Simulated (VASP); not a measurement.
# P (Pm-3m) in VASP: a series of runs

Runs on P. Level: PBEsol+D3(BJ). Tasks: single point.

Everything below comes from runs of VASP 6.6.1. Logs are shortened: lines on timing, memory, paths and dates and some standing lists are left out, and cuts for length are marked.

### Step 1. The cell of the first run

The structure is cubic, space group Pm-3m (No. 221). The conventional cell has a = 2.341 Å, b = 2.341 Å, c = 2.341 Å, α = 90.00°, β = 90.00°, γ = 90.00°. Within 3.1 Å of P (site symmetry m-3m) lie 6 P at 2.34 Å.

This isn't the form of P at room conditions, which is orthorhombic.

### Step 2. Single point, PBEsol+D3(BJ)

The input, INCAR:

```
SYSTEM = P
PREC = Accurate
ENCUT = 520
EDIFF = 1E-6
ISMEAR = 0
SIGMA = 0.1
LREAL = .FALSE.
LASPH = .TRUE.
NELM = 80
ALGO = Normal
ISIF = 2
LWAVE = .FALSE.
LCHARG = .FALSE.
GGA = PS
IVDW = 12
NBANDS = 8
```

The input, KPOINTS:

```
Automatic mesh
0
G
  18 18 18
  0 0 0
```

The input, POSCAR:

```
P
1.0
    2.3412157379      0.0000000000      0.0000000000
    0.0000000000      2.3412157379      0.0000000000
    0.0000000000      0.0000000000      2.3412157379
P
1
Direct
    0.0000000000      0.0000000000      0.0000000000
```

Potentials or basis: VASP PAW PBE potentials, release 64 (P).

Run with:

```sh
cat potpaw_PBE.64/P/POTCAR > POTCAR
mpirun -np 1 vasp_std > vasp.out
```

OUTCAR:

```text
SYSTEM = P
   PREC = Accurate
   ENCUT = 520
   EDIFF = 1E-6
   ISMEAR = 0
   LREAL = .FALSE.
   LASPH = .TRUE.
   NELM = 80
   ISIF = 2
   GGA = PS
   IVDW = 12
 IVDW          = 12

 ion  position               nearest neighbor table
   1  0.000  0.000  0.000-

  LATTYP: Found a simple cubic cell.
 ALAT       =     2.3412157379

  Lattice vectors:

 A1 = (   2.3412157379,   0.0000000000,   0.0000000000)
 A2 = (   0.0000000000,   2.3412157379,   0.0000000000)
 A3 = (   0.0000000000,   0.0000000000,   2.3412157379)

Analysis of symmetry for initial positions (statically):
=====================================================================
 Subroutine PRICEL returns:
 Original cell was already a primitive cell.

 Routine SETGRP: Setting up the symmetry group for a
 simple cubic supercell.

 Subroutine GETGRP returns: Found 48 space group operations
 (whereof 48 operations were pure point group operations)
 out of a pool of 48 trial point group operations.

The static configuration has the point symmetry O_h .

Analysis of symmetry for dynamics (positions and initial velocities):
=====================================================================
 Subroutine PRICEL returns:
 Original cell was already a primitive cell.

 Routine SETGRP: Setting up the symmetry group for a
 simple cubic supercell.

 Subroutine GETGRP returns: Found 48 space group operations
 (whereof 48 operations were pure point group operations)
 out of a pool of 48 trial point group operations.

The dynamic configuration has the point symmetry O_h .

 Subroutine INISYM returns: Found 48 space group operations
 (whereof 48 operations are pure point group operations),
 and found     1 'primitive' translations

----------------------------------------------------------------------------------------

                                     Primitive cell

  volume of cell :      12.8329

  direct lattice vectors                    reciprocal lattice vectors
     2.341215738  0.000000000  0.000000000     0.427128514  0.000000000  0.000000000
     0.000000000  2.341215738  0.000000000     0.000000000  0.427128514  0.000000000
     0.000000000  0.000000000  2.341215738     0.000000000  0.000000000  0.427128514

  length of vectors
     2.341215738  2.341215738  2.341215738     0.427128514  0.427128514  0.427128514

  position of ions in fractional coordinates (direct lattice)
     0.000000000  0.000000000  0.000000000

  ion indices of the primitive-cell ions
   primitive index   ion index
                 1           1

----------------------------------------------------------------------------------------

 KPOINTS: Automatic mesh

Automatic generation of k-mesh.
 Grid dimensions read from file:
 generate k-points for:   18   18   18

 Generating k-lattice:

  Cartesian coordinates                     Fractional coordinates (reciprocal lattice)
     0.023729362  0.000000000  0.000000000     0.055555556  0.000000000  0.000000000
     0.000000000  0.023729362  0.000000000     0.000000000  0.055555556  0.000000000
     0.000000000  0.000000000  0.023729362     0.000000000  0.000000000  0.055555556

  Length of vectors
     0.023729362  0.023729362  0.023729362

  Shift w.r.t. Gamma in fractional coordinates (k-lattice)
     0.000000000  0.000000000  0.000000000

 Subroutine IBZKPT returns following result:
 ===========================================

 Found    220 irreducible k-points:

 Following reciprocal coordinates:
            Coordinates               Weight
  0.000000  0.000000  0.000000      1.000000
  0.055556  0.000000  0.000000      6.000000
  0.111111  0.000000  0.000000      6.000000
  0.166667  0.000000  0.000000      6.000000
  0.222222  0.000000  0.000000      6.000000
  0.277778  0.000000  0.000000      6.000000
[... 16 lines left out ...]
  0.277778  0.111111  0.000000     24.000000
  0.333333  0.111111  0.000000     24.000000
 [... further k-points ...]
   k-points           NKPTS =    220   k-points in BZ     NKDIM =    220   number of bands    NBANDS=      8
   number of dos      NEDOS =    301   number of ions     NIONS =      1
   total plane-waves  NPLWV =   5832
   dimension x,y,z NGX =    18 NGY =   18 NGZ =   18
   dimension x,y,z NGXF=    36 NGYF=   36 NGZF=   36
   ions per type =               1
   NGX,Y,Z   is equivalent  to a cutoff of  12.78, 12.78, 12.78 a.u.
   NGXF,Y,Z  is equivalent  to a cutoff of  25.56, 25.56, 25.56 a.u.
 SYSTEM =  P
   PREC   = accura    normal or accurate (medium, high low for compatibility)
   ISTART =      0    job   : 0-new  1-cont  2-samecut
   ICHARG =      2    charge: 1-file 2-atom 10-const
   ISPIN  =      1    spin polarized calculation?
   LNONCOLLINEAR =      F non collinear calculations
   LSORBIT =      F    spin-orbit coupling
   LASPH  =      T    aspherical Exc in radial PAW
   ENCUT  =  520.0 eV  38.22 Ry    6.18 a.u.   4.35  4.35  4.35*2*pi/ulx,y,z
   NELM   =     80;   NELMIN=  2; NELMDL= -5     # of ELM steps
   EDIFF  = 0.1E-05   stopping-criterion for ELM
   LREAL  =      F    real-space projection
   EDIFFG = 0.1E-04   stopping-criterion for IOM
   NSW    =      0    number of steps for IOM
   IBRION =     -1    ionic relax: 0-MD 1-quasi-New 2-CG
   NFREE  =      0    steps in history (QN), initial steepest desc. (CG)
   ISIF   =      2    stress and relaxation
   ISYM   =      2    0-nonsym 1-usesym 2-fastsym
   POTIM  = 0.5000    time-step for ionic-motion
   TEBEG  =    0.0;   TEEND  =   0.0 temperature during run
   PSTRESS=    0.0 pullay stress
   NELECT =       5.0000    total number of electrons
   NUPDOWN=      -1.0000    fix difference up-down
   EMIN   =  10.00;   EMAX   =-10.00  energy-range for DOS
   EFERMI =   0.00;   METHOD = LEGACY
   ISMEAR =     0;   SIGMA  =   0.10  broadening in eV -4-tet -1-fermi 0-gaus
   EFERMI_NEDOS =   21; number of points for ismear=-14 and -15
   IALGO  =     38    algorithm
   IMIX   =      4    mixing-type and parameters
     AMIX     =   0.40;   BMIX     =  1.00
     AMIX_MAG =   1.60;   BMIX_MAG =  1.00
  volume/ion in A,a.u.               =      12.83        86.60
  Fermi-wavevector in a.u.,A,eV,Ry     =   1.195703  2.259551 19.452334  1.429706
  Thomas-Fermi vector in A             =   2.331662
   LORBIT       =      0    0 simple, 1 ext, 2 COOP (PROOUT), +10 PAW based schemes
   GGA     = PS    functional components
   LHFCALC =     F    Hartree Fock is set to
   AEXX    =    0.0000 exact exchange contribution
   IVDW    =    12    specifies the selected vdW correction
   LEPSILON=     F    determine dielectric tensor
   LRPA    =     F    only Hartree local field effects (RPA)
 non-spin polarized calculation
 Gauss-broadening in eV      SIGMA  =   0.10
  energy-cutoff  :      520.00
  volume of cell :       12.83
 maximum number of plane-waves:       360
 NGX is ok and might be reduce to    18
   NGX =  9   NGY =  9   NGZ =  9

 number of electron       5.0000002 magnetization

 Free energy of the ion-electron system (eV)
  ---------------------------------------------------
  ext. energy  EPLUGINS =         0.00000000
  ---------------------------------------------------
  free energy    TOTEN  =        -5.70422040 eV

  energy without entropy =       -5.70274692  energy(sigma->0) =       -5.70348366

 E-fermi :  11.4079     XC(G=0): -11.9305

 val. band max:       11.3937597077   @ k =   0.4444   0.2778   0.1667
 cond. band min:      11.4262340069   @ k =   0.5000   0.5000   0.5000
 fundamental gap:      0.0324742992
 Fermi energy:        11.4079415176

 k-point     1 :       0.0000    0.0000    0.0000
  band No.  band energies     occupation
      1      -6.3851      2.00000
      2      17.2140      0.00000
      3      17.2140      0.00000
      4      17.2140      0.00000
      5      18.1401      0.00000
      6      18.1401      0.00000
      7      27.1415      0.00000
      8      37.7475      0.00000

 k-point     2 :       0.0556    0.0000    0.0000
  band No.  band energies     occupation
      1      -6.3072      2.00000
      2      15.4009      0.00000
      3      17.2768      0.00000
      4      17.2768      0.00000
      5      18.2026      0.00000
      6      19.8602      0.00000
      7      27.4023      0.00000
      8      37.1359      0.00000

 k-point     3 :       0.1111    0.0000    0.0000
  band No.  band energies     occupation
      1      -6.0737      2.00000
      2      13.2004      0.00000
      3      17.4645      0.00000
      4      17.4645      0.00000
      5      18.3878      0.00000
      6      21.7350      0.00000
      7      28.2187      0.00000
      8      35.6927      0.00000

 k-point     4 :       0.1667    0.0000    0.0000
  band No.  band energies     occupation
      1      -5.6863      2.00000
      2      11.0433      2.00000
      3      17.7733      0.00000
      4      17.7733      0.00000
      5      18.6880      0.00000
      6      23.2716      0.00000
      7      29.6001      0.00000
      8      33.9471      0.00000

 k-point     5 :       0.2222    0.0000    0.0000
  band No.  band energies     occupation
      1      -5.1485      2.00000
      2       8.9760      2.00000
      3      18.1958      0.00000
      4      18.1958      0.00000
      5      19.0882      0.00000
      6      24.4999      0.00000
      7      31.3294      0.00000
      8      32.1656      0.00000
[... 177 lines left out ...]
 k-point    22 :       0.2222    0.1111    0.0000
  band No.  band energies     occupation
      1      -4.8382      2.00000
      2       9.2093      2.00000
      3      14.4715      0.00000
      4      18.4431      0.00000
      5      21.4921      0.00000
      6      26.2787      0.00000
      7      29.0956      0.00000
      8      32.3681      0.00000

 k-point    23 :       0.2778    0.1111    0.0000
  band No.  band energies     occupation
      1      -4.1568      2.00000
      2       7.2866      2.00000
      3      14.9984      0.00000
      4      18.9629      0.00000
      5      22.0189      0.00000
      6      26.5671      0.00000
      7      28.3998      0.00000
      8      30.6986      0.00000

 k-point    24 :       0.3333    0.1111    0.0000
  band No.  band energies     occupation
      1      -3.3440      2.00000
      2       5.4910      2.00000
      3      15.6103      0.00000
      4      19.5531      0.00000
      5      22.5503      0.00000
      6      25.5594      0.00000
      7      28.8827      0.00000
      8      29.1734      0.00000

 [... further k-points ...]

------------------------ aborting loop because EDIFF is reached ----------------------------------------

 Edisp (eV)   -0.44264

 E8    (eV) :    -0.2628

  FORCE on cell =-STRESS in cart. coord.  units (eV):
  Direction    XX          YY          ZZ          XY          YZ          ZX
  --------------------------------------------------------------------------------------
  -------------------------------------------------------------------------------------
  Total       0.81503     0.81503     0.81503    -0.00000     0.00000    -0.00000
  in kB     101.75643   101.75643   101.75643    -0.00000     0.00000    -0.00000
  external pressure =      101.76 kB  Pullay stress =        0.00 kB

 VOLUME and BASIS-vectors are now :
 -----------------------------------------------------------------------------
  energy-cutoff  :      520.00
  volume of cell :       12.83
      direct lattice vectors                 reciprocal lattice vectors
     2.341215738  0.000000000  0.000000000     0.427128514  0.000000000  0.000000000
     0.000000000  2.341215738  0.000000000     0.000000000  0.427128514  0.000000000
     0.000000000  0.000000000  2.341215738     0.000000000  0.000000000  0.427128514

 POSITION                                       TOTAL-FORCE (eV/Angst)
 -----------------------------------------------------------------------------------
      0.00000      0.00000      0.00000         0.000000      0.000000      0.000000
 -----------------------------------------------------------------------------------
    total drift:                               -0.000000      0.000000      0.000000

  FREE ENERGIE OF THE ION-ELECTRON SYSTEM (eV)
  ---------------------------------------------------
  free  energy   TOTEN  =        -6.1468627246 eV

  energy  without entropy=       -6.1453892490  energy(sigma->0) =       -6.14612599
```

Run time: 16 s. Hardware: 1 thread of Intel Xeon Platinum 8175M at 2.50GHz (Skylake/Cascade Lake), shared host; peak memory 0.13 GiB.

Results:

```yaml
Free_energy: -6.1469 eV
Pressure: 10.2 GPa
Band_gap_on_the_k_mesh: zero (an odd number of electrons rules out a gap without spin polarisation)
Dispersion_energy_per_atom: -0.443 eV
```

Caveat: the cell stands under pressure; the PAW data sets were made with another functional, which shifts forces and pressure a little.

### Step 3. Single point, PBEsol+D3(BJ)

This run uses another cell than the first one, of 13.21 Å³/atom.

The input, INCAR:

```
SYSTEM = P
ALGO = Normal
EDIFF = 1E-7
ENCUT = 520
GGA = PS
ISIF = 2
ISMEAR = 0
IVDW = 12
LASPH = .TRUE.
LCHARG = .FALSE.
LREAL = .FALSE.
LWAVE = .FALSE.
NBANDS = 8
NELM = 100
PREC = Accurate
SIGMA = 0.1
```

The input, KPOINTS:

```
k-points
0
G
  18 18 18
  0 0 0
```

The input, POSCAR:

```
P
1.0
    2.3640395285      0.0000000000      0.0000000000
    0.0000000000      2.3640395285      0.0000000000
    0.0000000000      0.0000000000      2.3640452685
P
1
Direct
    0.0000000000      0.0000000000      0.0000000000
```

Potentials or basis: VASP PAW PBE potentials, release 64 (P).

Run with:

```sh
cat potpaw_PBE.64/P/POTCAR > POTCAR
mpirun -np 1 vasp_std > vasp.out
```

Run time: 17 s. Hardware: 1 thread of Intel Xeon Platinum 8175M at 2.50GHz (Skylake/Cascade Lake), shared host; peak memory 0.13 GiB.

Results (log left out):

```
Free energy                : -6.1648 eV
Pressure                   : 5.1 GPa
Band gap on the k mesh     : zero (an odd number of electrons rules out a gap without spin polarisation)
Dispersion energy per atom : -0.430 eV
```

Levels at points of the mesh, in eV from the Fermi level:
| k point | band 1 | band 2 | band 3 | band 4 | band 5 | band 6 | band 7 | band 8 |
| --- | --- | --- | --- | --- | --- | --- | --- | --- |
| (0.00, 0.00, 0.00) | -17.46 | 5.64 | 5.64 | 5.64 | 6.78 | 6.78 | 15.36 | 25.92 |
| (0.50, 0.00, 0.00) | -12.60 | -9.50 | 8.90 | 8.90 | 9.60 | 14.86 | 14.86 | 17.46 |
| (0.50, 0.50, 0.00) | -7.26 | -5.69 | -5.69 | 0.34 | 11.95 | 17.67 | 17.67 | 18.53 |
| (0.50, 0.50, 0.50) | -2.19 | -2.19 | -2.19 | -0.36 | 4.38 | 4.38 | 4.38 | 10.80 |

Caveat: the cell stands under pressure; the PAW data sets were made with another functional, which shifts forces and pressure a little.

(Continued in part 2 of 2.)

The gap in the log of VASP goes by the Fermi energy; the results here count the filled bands.